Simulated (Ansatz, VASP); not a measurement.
## One calculation of CdF2, two programs

INCAR

```
SYSTEM = CdF2
  PREC = Accurate
  ENCUT = 520
  EDIFF = 1E-6
  ISMEAR = 0
  SIGMA = 0.05
  LREAL = .False.
  LASPH = .True.
  NELM = 60
  ALGO = Normal
  ISIF = 2
  LWAVE = .False.
  LCHARG = .False.
  GGA = PS
  NBANDS = 20
```

The input KPOINTS:

```
regular mesh
0
Gamma
  8 8 8
  0 0 0
```

The input POSCAR:

```
CdF2
1.0
    0.0000000000      2.9478198865      2.2882620123
    2.8401369683      0.0000000000      2.2882620123
    2.8401369683      2.9478198865      0.0000000000
Cd F
1 2
Direct
    0.0000000000      0.0000000000      0.0000000000
    0.2500000000      0.2500000000      0.2500000000
    0.7500000000      0.7500000000      0.7500000000
```

Input for Ansatz:

```yaml
crystal:
  lattice:
    - [0.0, 2.9478198865, 2.2882620123]
    - [2.8401369683, 0.0, 2.2882620123]
    - [2.8401369683, 2.9478198865, 0.0]
  atoms:
    - { symbol: Cd, position: [0.0, 0.0, 0.0] }
    - { symbol: F, position: [0.25, 0.25, 0.25] }
    - { symbol: F, position: [0.75, 0.75, 0.75] }
basis:
  ecutwfc: 520.0
kpoints:
  mp_grid: { grid: [8, 8, 8] }
hamiltonian:
  xc: pbesol
scf:
  occupations: { method: gaussian, width: 0.05 }
output:
  forces: true
  stress: true
  eigenvalues: true
```

Change from the starting cell: strain +e along x and -e along y -0.0200, strain +e along z and -e/2 along x and y -0.1500.

Alike in both runs: task single point; functional PBEsol; k mesh 8 × 8 × 8; occupations gaussian, width 0.05 eV; no spin polarisation.

|  | VASP | Ansatz |
| --- | --- | --- |
| version | VASP 6.6.1 | Ansatz 0.2.0 |
| potentials or method | VASP PAW PBE potentials, release 64 (Cd, F), cutoff 520 eV | scalar-relativistic, plane waves, PAW |
| valence electrons in the cell | 26 | 34 |

|  | VASP | Ansatz | Ansatz less VASP |
| --- | --- | --- | --- |
| gap on the k mesh at the Fermi level (eV) | 1.44 | 1.48 | +0.035 |
| least direct gap on the mesh (eV) | 1.72 | 1.76 | +0.040 |
| pressure (GPa) | 3.2 | 2.4 | -0.76 |
| traceless stress, the component that is largest in VASP (GPa) | 21.51 | 21.80 | +0.289 |

VASP's potentials were made for PBE, not for PBEsol. VASP's potentials hold 26 valence electrons a cell and Ansatz's 34, so a difference there can come from the potentials and not from the codes.
